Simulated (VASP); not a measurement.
The system is As.

```
As
1.0
     1.82500   -5.50000    0.00000
     1.82500    5.50000    0.00000
     0.00000    0.00000    4.47000
As
4
Direct
  0.11000 0.89000 0.06000
  0.61000 0.39000 0.44000
  0.89000 0.11000 0.94000
  0.39000 0.61000 0.56000
```

```yaml
Program: VASP 6.6.1
Task: relaxation of cell and atoms
Functional: LDA
Potentials_or_basis: VASP PAW LDA potentials, release 64 (As)
Cutoff: 600 eV
k_mesh: 10 × 10 × 8
Occupations: gaussian, width 0.01 eV
Spin: no spin polarisation
```

At the start: pressure -1.5 GPa; volume 22.43 Å³/atom.

Q: How do energy, volume and symmetry change on relaxing?

A: Over 22 steps the energy falls by 10.7 meV/atom and the volume is 21.08 Å³/atom (-6.0 %); space group Cmce (No. 64, to 0.1 Å) before and after.

Step by step:
```tsv
step	energy change (eV)	largest force (eV/Å)	pressure (GPa)	volume (Å³)
1	0.0000	0.1533	-1.49	89.74
2	-0.0094	0.2566	0.93	87.04
3	-0.0121	0.1474	0.12	87.89
4	-0.0191	0.1362	0.03	87.52
5	-0.0323	0.1492	-0.22	86.39
6	-0.0198	0.2955	-0.48	84.03
7	-0.0344	0.1810	-0.29	85.79
8	-0.0389	0.0515	-0.12	84.96
9	-0.0389	0.0485	-0.11	84.93
10	-0.0407	0.0243	0.00	84.49
11	-0.0416	0.0240	0.10	84.08
12	-0.0416	0.0280	0.12	84.01
13	-0.0416	0.0266	0.11	84.03
14	-0.0420	0.0359	-0.04	84.21
15	-0.0421	0.0439	-0.19	84.37
16	-0.0423	0.0329	-0.14	84.36
17	-0.0426	0.0123	0.01	84.32
18	-0.0426	0.0134	0.02	84.31
19	-0.0426	0.0100	0.01	84.32
20	-0.0426	0.0070	-0.04	84.36
21	-0.0426	0.0058	-0.03	84.35
22	-0.0426	0.0023	-0.01	84.33
```

Final structure:
```yaml
crystal:
  lattice:
    - [1.86071, -5.39248, 0.00000]
    - [1.86071, 5.39248, 0.00000]
    - [0.00000, 0.00000, 4.20216]
  atoms:
    - { symbol: As, position: [0.11297, 0.88703, 0.05244] }
    - { symbol: As, position: [0.61297, 0.38703, 0.44756] }
    - { symbol: As, position: [0.88703, 0.11297, 0.94756] }
    - { symbol: As, position: [0.38703, 0.61297, 0.55244] }
```
